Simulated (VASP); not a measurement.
A run of VASP 6.6.1 is set up as follows.

The input INCAR:

```
PREC = Accurate ; ENCUT = 500
EDIFF = 1E-6 ; ISMEAR = -1
SIGMA = 0.1 ; LREAL = False
LASPH = True ; NELM = 120
ALGO = Normal ; ISIF = 2
LWAVE = False ; LCHARG = False
GGA = B5 ; ALDAX = 1.0
AGGAX = 1.0 ; AGGAC = 1.0
ALDAC = 0.0 ; NBANDS = 20
GGA_COMPAT = False
```

File KPOINTS:

```
regular mesh
0
Gamma
  14 14 7
```

POSCAR

```
Ta
1.0
    2.8781690972      0.0000000000      0.0000000000
   -1.4390845486      2.4925675545      0.0000000000
    0.0000000000      0.0000000000      5.1813970059
Ta
2
Direct
    0.3333333333      0.6666666667      0.2500000000
    0.6666666667      0.3333333333      0.7500000000
```

Potentials or basis: VASP PAW PBE potentials, release 64 (Ta_sv_GW).

Launch:

```sh
$ cat potpaw_PBE.64/Ta_sv_GW/POTCAR > POTCAR
$ mpirun -np 1 vasp_std > vasp.out
```

Problem. Estimate the band gap on the k mesh.

Solution. Zero (band 13 reaches 12.39 eV, above the bottom of band 14 at 10.45 eV).

Problem. Predict the pressure.

Solution. 7.5 GPa.

Stress tensor (GPa, compression positive):
```
7.98 0.00 0.00
0.00 7.98 0.00
0.00 0.00 6.56
```

Caveat: the PAW data sets were made with another functional, which shifts forces and pressure a little; spin-orbit coupling is left out, which moves the levels of the heavy elements.
